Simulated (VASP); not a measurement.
# AlAs (lda) (F-43m) in VASP: notebook

The runs below take AlAs (lda) through single point, relaxation of cell and atoms, with LDA.

Everything below comes from runs of VASP 6.6.1. Logs are shortened: lines on timing, memory, paths and dates and some standing lists are left out, and cuts for length are marked.

## 1. The cell of the first run

Symmetry: F-43m, No. 216, cubic system. The conventional cell has a = 5.676 Å, b = 5.676 Å, c = 5.676 Å, α = 90.00°, β = 90.00°, γ = 90.00°. Within 3.2 Å of Al (site symmetry -43m) lie 4 As at 2.46 Å. As (site symmetry -43m) has 4 Al at 2.46 Å within 3.2 Å.

## 2. Single point, LDA

File INCAR:

```
SYSTEM = AlAs
  PREC = Accurate
  ENCUT = 500
  EDIFF = 1E-6
  ISMEAR = 0
  SIGMA = 0.1
  LREAL = .False.
  LASPH = .True.
  NELM = 120
  ALGO = Normal
  ISIF = 2
  LWAVE = .False.
  LCHARG = .False.
  NBANDS = 11
  GGA_COMPAT = .False.
```

File KPOINTS:

```
Automatic mesh
0
Gamma
  6 6 6
  0 0 0
```

File POSCAR:

```
AlAs
1.0
    0.0000000000      2.8379008000      2.8379008000
    2.8379008000      0.0000000000      2.8379008000
    2.8379008000      2.8379008000      0.0000000000
Al As
1 1
Direct
    0.0000000000      0.0000000000      0.0000000000
    0.2500000000      0.2500000000      0.2500000000
```

Potentials or basis: VASP PAW LDA potentials, release 64 (Al, As).

Run with:

```bash
cat potpaw_LDA.64/Al/POTCAR potpaw_LDA.64/As/POTCAR > POTCAR
mpirun -np 1 vasp_std > vasp.out
```

OUTCAR:

```text
SYSTEM = AlAs
   PREC = Accurate
   ENCUT = 500
   EDIFF = 1E-6
   ISMEAR = 0
   LREAL = .False.
   LASPH = .True.
   NELM = 120
   ISIF = 2

 ion  position               nearest neighbor table
   1  0.000  0.000  0.000-   2 2.46   2 2.46   2 2.46   2 2.46
   2  0.250  0.250  0.250-   1 2.46   1 2.46   1 2.46   1 2.46

  LATTYP: Found a face centered cubic cell.
 ALAT       =     5.6758016000

  Lattice vectors:

 A1 = (   0.0000000000,   2.8379008000,   2.8379008000)
 A2 = (   2.8379008000,   0.0000000000,   2.8379008000)
 A3 = (   2.8379008000,   2.8379008000,   0.0000000000)

Analysis of symmetry for initial positions (statically):
=====================================================================
 Subroutine PRICEL returns:
 Original cell was already a primitive cell.

 Routine SETGRP: Setting up the symmetry group for a
 face centered cubic supercell.

 Subroutine GETGRP returns: Found 24 space group operations
 (whereof 24 operations were pure point group operations)
 out of a pool of 48 trial point group operations.

The static configuration has the point symmetry T_d .

Analysis of symmetry for dynamics (positions and initial velocities):
=====================================================================
 Subroutine PRICEL returns:
 Original cell was already a primitive cell.

 Routine SETGRP: Setting up the symmetry group for a
 face centered cubic supercell.

 Subroutine GETGRP returns: Found 24 space group operations
 (whereof 24 operations were pure point group operations)
 out of a pool of 48 trial point group operations.

The dynamic configuration has the point symmetry T_d .

 Subroutine INISYM returns: Found 24 space group operations
 (whereof 24 operations are pure point group operations),
 and found     1 'primitive' translations

----------------------------------------------------------------------------------------

                                     Primitive cell

  volume of cell :      45.7111

  direct lattice vectors                    reciprocal lattice vectors
     0.000000000  2.837900800  2.837900800    -0.176186567  0.176186567  0.176186567
     2.837900800  0.000000000  2.837900800     0.176186567 -0.176186567  0.176186567
     2.837900800  2.837900800  0.000000000     0.176186567  0.176186567 -0.176186567

  length of vectors
     4.013397800  4.013397800  4.013397800     0.305164086  0.305164086  0.305164086

  position of ions in fractional coordinates (direct lattice)
     0.000000000  0.000000000  0.000000000
     0.250000000  0.250000000  0.250000000

  ion indices of the primitive-cell ions
   primitive index   ion index
                 1           1
                 2           2

----------------------------------------------------------------------------------------

 KPOINTS: Automatic mesh

Automatic generation of k-mesh.
 Grid dimensions read from file:
 generate k-points for:    6    6    6

 Generating k-lattice:

  Cartesian coordinates                     Fractional coordinates (reciprocal lattice)
    -0.029364428  0.029364428  0.029364428     0.166666667  0.000000000  0.000000000
     0.029364428 -0.029364428  0.029364428     0.000000000  0.166666667  0.000000000
     0.029364428  0.029364428 -0.029364428     0.000000000  0.000000000  0.166666667

  Length of vectors
     0.050860681  0.050860681  0.050860681

  Shift w.r.t. Gamma in fractional coordinates (k-lattice)
     0.000000000  0.000000000  0.000000000

 Subroutine IBZKPT returns following result:
 ===========================================

 Found     16 irreducible k-points:

 Following reciprocal coordinates:
            Coordinates               Weight
  0.000000  0.000000  0.000000      1.000000
  0.166667  0.000000  0.000000      8.000000
  0.333333  0.000000  0.000000      8.000000
  0.500000  0.000000  0.000000      4.000000
  0.166667  0.166667  0.000000      6.000000
  0.333333  0.166667  0.000000     24.000000
[... 8 lines left out ...]
 -0.333333  0.333333  0.166667     24.000000
 -0.333333  0.500000  0.166667     12.000000
   k-points           NKPTS =     16   k-points in BZ     NKDIM =     16   number of bands    NBANDS=     11
   number of dos      NEDOS =    301   number of ions     NIONS =      2
   total plane-waves  NPLWV =  27000
   dimension x,y,z NGX =    30 NGY =   30 NGZ =   30
   dimension x,y,z NGXF=    60 NGYF=   60 NGZF=   60
   ions per type =               1   1
   NGX,Y,Z   is equivalent  to a cutoff of  12.43, 12.43, 12.43 a.u.
   NGXF,Y,Z  is equivalent  to a cutoff of  24.85, 24.85, 24.85 a.u.
 SYSTEM =  AlAs
   PREC   = accura    normal or accurate (medium, high low for compatibility)
   ISTART =      0    job   : 0-new  1-cont  2-samecut
   ICHARG =      2    charge: 1-file 2-atom 10-const
   ISPIN  =      1    spin polarized calculation?
   LNONCOLLINEAR =      F non collinear calculations
   LSORBIT =      F    spin-orbit coupling
   LASPH  =      T    aspherical Exc in radial PAW
   ENCUT  =  500.0 eV  36.75 Ry    6.06 a.u.   7.32  7.32  7.32*2*pi/ulx,y,z
   NELM   =    120;   NELMIN=  2; NELMDL= -5     # of ELM steps
   EDIFF  = 0.1E-05   stopping-criterion for ELM
   LREAL  =      F    real-space projection
[... 7 lines left out ...]
   TEBEG  =    0.0;   TEEND  =   0.0 temperature during run
   PSTRESS=    0.0 pullay stress
   NELECT =       8.0000    total number of electrons
   NUPDOWN=      -1.0000    fix difference up-down
   EMIN   =  10.00;   EMAX   =-10.00  energy-range for DOS
   EFERMI =   0.00;   METHOD = LEGACY
   ISMEAR =     0;   SIGMA  =   0.10  broadening in eV -4-tet -1-fermi 0-gaus
   EFERMI_NEDOS =   21; number of points for ismear=-14 and -15
   IALGO  =     38    algorithm
   IMIX   =      4    mixing-type and parameters
     AMIX     =   0.40;   BMIX     =  1.00
     AMIX_MAG =   1.60;   BMIX_MAG =  1.00
  volume/ion in A,a.u.               =      22.86       154.24
  Fermi-wavevector in a.u.,A,eV,Ry     =   0.915723  1.730466 11.409155  0.838549
  Thomas-Fermi vector in A             =   2.040497
   LORBIT       =      0    0 simple, 1 ext, 2 COOP (PROOUT), +10 PAW based schemes
   GGA     = CA    functional components
   LHFCALC =     F    Hartree Fock is set to
   AEXX    =    0.0000 exact exchange contribution
   IVDW    =     0    specifies the selected vdW correction
   LEPSILON=     F    determine dielectric tensor
   LRPA    =     F    only Hartree local field effects (RPA)
 non-spin polarized calculation
 Gauss-broadening in eV      SIGMA  =   0.10
  energy-cutoff  :      500.00
  volume of cell :       45.71
 maximum number of plane-waves:      1211
 NGX is ok and might be reduce to    30
   NGX = 15   NGY = 15   NGZ = 15

 number of electron       8.0000000 magnetization

 Free energy of the ion-electron system (eV)
  ---------------------------------------------------
  ext. energy  EPLUGINS =         0.00000000
  ---------------------------------------------------
  free energy    TOTEN  =       -10.49859179 eV

  energy without entropy =      -10.49859179  energy(sigma->0) =      -10.49859179

 E-fermi :   4.1901     XC(G=0):  -9.2473

 val. band max:        3.7197724548   @ k =   0.0000   0.0000   0.0000
 cond. band min:       5.0661677078   @ k =   0.5000   0.5000   0.0000
 fundamental gap:      1.3463952530
 Fermi energy:         4.1900910648

 k-point     1 :       0.0000    0.0000    0.0000
  band No.  band energies     occupation
      1      -8.1309      2.00000
      2       3.7198      2.00000
      3       3.7198      2.00000
      4       3.7198      2.00000
      5       5.5383      0.00000
      6       7.9474      0.00000
      7       7.9474      0.00000
      8       7.9474      0.00000
      9      12.2974      0.00000
     10      12.7338      0.00000
     11      12.7338      0.00000

 k-point     2 :       0.1667    0.0000    0.0000
  band No.  band energies     occupation
      1      -7.8660      2.00000
      2       1.5952      2.00000
      3       3.4581      2.00000
      4       3.4581      2.00000
      5       6.3779      0.00000
      6       8.3793      0.00000
      7       8.3793      0.00000
      8       8.7796      0.00000
      9      11.9223      0.00000
     10      11.9223      0.00000
     11      13.2163      0.00000

 k-point     3 :       0.3333    0.0000    0.0000
  band No.  band energies     occupation
      1      -7.1971      2.00000
      2      -0.7797      2.00000
      3       3.0605      2.00000
      4       3.0605      2.00000
      5       5.9354      0.00000
      6       8.5222      0.00000
      7       8.5222      0.00000
      8      11.0354      0.00000
      9      12.7072      0.00000
     10      12.7072      0.00000
     11      12.8571      0.00000

 k-point     4 :       0.5000    0.0000    0.0000
  band No.  band energies     occupation
      1      -6.7330      2.00000
      2      -1.8448      2.00000
      3       2.9001      2.00000
      4       2.9001      2.00000
      5       5.7086      0.00000
      6       8.3451      0.00000
      7       8.3451      0.00000
      8      11.2836      0.00000
      9      14.6328      0.00000
     10      15.1681      0.00000
     11      15.1681      0.00000
[... 127 lines left out ...]
 k-point    14 :       0.5000    0.3333    0.1667
  band No.  band energies     occupation
      1      -6.6805      2.00000
      2      -0.9258      2.00000
      3       1.0013      2.00000
      4       2.0764      2.00000
      5       7.3007      0.00000
      6       8.1496      0.00000
      7       8.7743      0.00000
      8      11.5226      0.00000
      9      12.8645      0.00000
     10      14.2756      0.00000
     11      16.5608      0.00000

 k-point    15 :      -0.3333    0.3333    0.1667
  band No.  band energies     occupation
      1      -6.3280      2.00000
      2      -1.3988      2.00000
      3       0.5472      2.00000
      4       1.6977      2.00000
      5       7.5641      0.00000
      6       8.1952      0.00000
      7      10.3070      0.00000
      8      11.0128      0.00000
      9      11.9508      0.00000
     10      15.0583      0.00000
     11      16.3745      0.00000

 k-point    16 :      -0.3333    0.5000    0.1667
  band No.  band energies     occupation
      1      -6.1710      2.00000
      2      -1.4674      2.00000
      3       0.7885      2.00000
      4       1.0360      2.00000
      5       6.8038      0.00000
      6       7.7325      0.00000
      7      10.7166      0.00000
      8      11.4172      0.00000
      9      14.1280      0.00000
     10      15.9031      0.00000
     11      16.1245      0.00000

------------------------ aborting loop because EDIFF is reached ----------------------------------------

  FORCE on cell =-STRESS in cart. coord.  units (eV):
  Direction    XX          YY          ZZ          XY          YZ          ZX
  --------------------------------------------------------------------------------------
  -------------------------------------------------------------------------------------
  Total       -0.4141590     -0.4141590     -0.4141590      0.0000000      0.0000000      0.0000000
  in kB      -14.5163054    -14.5163054    -14.5163054      0.0000000      0.0000000      0.0000000
  external PRESSURE =     -14.5163054 kB  Pullay stress =       0.0000000 kB

 VOLUME and BASIS-vectors are now :
 -----------------------------------------------------------------------------
  energy-cutoff  :      500.00
  volume of cell :       45.71
      direct lattice vectors                 reciprocal lattice vectors
     0.000000000  2.837900800  2.837900800    -0.176186567  0.176186567  0.176186567
     2.837900800  0.000000000  2.837900800     0.176186567 -0.176186567  0.176186567
     2.837900800  2.837900800  0.000000000     0.176186567  0.176186567 -0.176186567

 POSITION                                       TOTAL-FORCE (eV/Angst)
 -----------------------------------------------------------------------------------
      0.00000      0.00000      0.00000         0.000000      0.000000      0.000000
      1.41895      1.41895      1.41895        -0.000000     -0.000000     -0.000000
 -----------------------------------------------------------------------------------
    total drift:                               -0.000000     -0.000000     -0.000000

  FREE ENERGIE OF THE ION-ELECTRON SYSTEM (eV)
  ---------------------------------------------------
  free  energy   TOTEN  =       -10.4985917932 eV

  energy  without entropy=      -10.4985917932  energy(sigma->0) =      -10.49859179
```

It took 12 s on 1 thread of Intel Xeon 8259CL, shared host; peak memory 0.15 GiB.

Results:

* Free energy: -10.4986 eV
* Pressure: -1.5 GPa
* Band gap on the k mesh: 1.35 eV, indirect (least direct gap 1.82 eV)

A k mesh can miss the band edges. A hybrid or GW would open this gap; LDA tends to underestimate it.

## 3. Single point, LDA

This run uses another cell than the first one, of 22.29 Å³/atom, 0.975 times its volume.

File INCAR:

```
SYSTEM = AlAs
ALGO = Normal
EDIFF = 1E-6
ENCUT = 500
GGA_COMPAT = .FALSE.
ISIF = 2
ISMEAR = 0
LASPH = .TRUE.
LCHARG = .TRUE.
LELF = .TRUE.
LREAL = .FALSE.
LVHAR = .TRUE.
LWAVE = .FALSE.
NBANDS = 11
NELM = 120
PREC = Accurate
SIGMA = 0.02
```

File KPOINTS:

```
k-points
0
G
  8 8 8
  0 0 0
```

File POSCAR:

```
AlAs
1.0
    0.0000000000      2.8143920094      2.8143920094
    2.8143920094      0.0000000000      2.8143920094
    2.8143920094      2.8143920094      0.0000000000
Al As
1 1
Direct
    0.0000000000      0.0000000000      0.0000000000
    0.2500000000      0.2500000000      0.2500000000
```

Potentials or basis: VASP PAW LDA potentials, release 64 (Al, As).

Run with:

```bash
cat potpaw_LDA.64/Al/POTCAR potpaw_LDA.64/As/POTCAR > POTCAR
mpirun -np 1 vasp_std > vasp.out
```

It took 24 s on 1 thread of Intel Xeon 8259CL, shared host; peak memory 0.15 GiB.

The run converged. Its results:

| Quantity | Value |
| --- | --- |
| Free energy | -10.5139 eV |
| Pressure | 0.4 GPa |
| Band gap on the k mesh | 1.31 eV, indirect (least direct gap 2.02 eV) |

Levels at points of the mesh, in eV from the valence-band top:
| k point | band 2 | band 3 | band 4 | band 5 | band 6 | band 7 |
| --- | --- | --- | --- | --- | --- | --- |
| (0.00, 0.00, 0.00) | 0.00 | 0.00 | 0.00 | 2.02 | 4.27 | 4.27 |
| (0.50, 0.00, 0.00) | -5.67 | -0.84 | -0.84 | 2.09 | 4.65 | 4.65 |
| (0.50, 0.50, 0.00) | -5.51 | -2.22 | -2.22 | 1.31 | 2.20 | 10.33 |

A k mesh can miss the band edges.

## 4. Relaxation of cell and atoms, LDA

File INCAR:

```
  PREC = Accurate
  ENCUT = 500
  EDIFF = 1E-7
  ISMEAR = 0
  SIGMA = 0.02
  LREAL = False
  LASPH = True
  NELM = 120
  ALGO = Normal
  ISIF = 3
  LWAVE = False
  LCHARG = False
  IBRION = 2
  NSW = 100
  EDIFFG = -0.002
  GGA_COMPAT = False
  NELMIN = 4
```

File KPOINTS:

```
Automatic mesh
0
Gamma
  8 8 8
```

File POSCAR:

```
AlAs
1.0
    0.0000000000      2.8379008000      2.8379008000
    2.8379008000      0.0000000000      2.8379008000
    2.8379008000      2.8379008000      0.0000000000
Al As
1 1
Direct
    0.0000000000      0.0000000000      0.0000000000
    0.2500000000      0.2500000000      0.2500000000
```

Run with:

```bash
cat potpaw_LDA.64/Al/POTCAR potpaw_LDA.64/As/POTCAR > POTCAR
mpirun -np 1 vasp_std > vasp.out
```

Wall time 33 s (1 thread of Intel Xeon 8259CL, shared host); peak memory 0.15 GiB.

The run converged. Its results:

| Property | Result |
| --- | --- |
| Free energy | -10.5142 eV |
| Relaxed volume | 22.40 Å³/atom |
| Relaxed cell | a = 3.986 Å, b = 3.986 Å, c = 3.986 Å, α = 60.00°, β = 60.00°, γ = 60.00° |
| Space group after relaxing (to 0.05 Å) | F-43m (No. 216) |
| Energy gained by relaxing | 2.1 meV/atom |
| Ionic steps | 3 |
| Pressure after relaxing | 0.0 GPa |
| Band gap on the k mesh | 1.32 eV, indirect (least direct gap 1.98 eV) |

The path:
```
step  energy change (eV)  largest force (eV/Å)  pressure (GPa)  volume (Å³)
   1              0.0000                0.0000           -1.47        45.71
   2             -0.0031                0.0000            0.80        44.34
   3             -0.0043                0.0000            0.00        44.80
```

Final structure:
```yaml
crystal:
  lattice:
    - [0.00000, 2.81888, 2.81888]
    - [2.81888, 0.00000, 2.81888]
    - [2.81888, 2.81888, 0.00000]
  atoms:
    - { symbol: Al, position: [0.00000, 0.00000, 0.00000] }
    - { symbol: As, position: [0.25000, 0.25000, 0.25000] }
```

Levels at points of the mesh, in eV from the valence-band top:
| k point | band 2 | band 3 | band 4 | band 5 | band 6 | band 7 |
| --- | --- | --- | --- | --- | --- | --- |
| (0.00, 0.00, 0.00) | 0.00 | 0.00 | 0.00 | 1.98 | 4.27 | 4.27 |
| (0.50, 0.00, 0.00) | -5.65 | -0.83 | -0.83 | 2.07 | 4.64 | 4.64 |
| (0.50, 0.50, 0.00) | -5.49 | -2.20 | -2.20 | 1.32 | 2.20 | 10.30 |

A k mesh can miss the band edges. LDA gaps usually lie below the measured ones, often by a third to a half.

## 5. Summary

```csv
task,cell,k mesh,smearing,gap on the mesh (eV),pressure (GPa)
single point,"a = 4.013 Å, angles 60.0°, 2 atoms",6 × 6 × 6,gaussian 0.1 eV,1.35,-1.5
single point,"a = 3.980 Å, angles 60.0°, 2 atoms",8 × 8 × 8,gaussian 0.02 eV,1.31,0.4
relaxation of cell and atoms,"relaxed from a = 4.013 Å, angles 60.0°, 2 atoms",8 × 8 × 8,gaussian 0.02 eV,1.32,0.0
```

Alike in all rows: level LDA; potentials or basis VASP PAW LDA potentials, release 64 (Al, As); no spin polarisation; cutoff (eV) 500.

Total energies depend on the potentials used, so only differences within one code and one set of settings carry meaning.
